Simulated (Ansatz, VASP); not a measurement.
Au in VASP and in Ansatz

```
CELL_PARAMETERS angstrom
0.00000 3.16001 3.16001
3.16001 0.00000 3.16001
3.16001 3.16001 0.00000
ATOMIC_POSITIONS crystal
Au 0.12500 0.12500 0.12500
Au 0.87500 0.87500 0.87500
```

Alike in both runs: task single point; functional PBE; k mesh 10 × 10 × 10; occupations fermi-dirac, width 0.1 eV; no spin polarisation.

|  | VASP | Ansatz |
| --- | --- | --- |
| version | VASP 6.6.1 | Ansatz 0.2.0 |
| potentials or method | VASP PAW PBE potentials, release 64 (Au), cutoff 520 eV | plane waves (420 eV) with PAW, scalar-relativistic |
| valence electrons in the cell | 22 | 38 |

Ansatz gave:

```
pressure (GPa) : -3.2
```

Problem. Which values does VASP return?

Solution. Pressure (GPa): -3.3.

VASP's potentials hold 22 valence electrons a cell and Ansatz's 38, so a difference there can come from the potentials and not from the codes.

Neither program's run includes spin-orbit coupling.
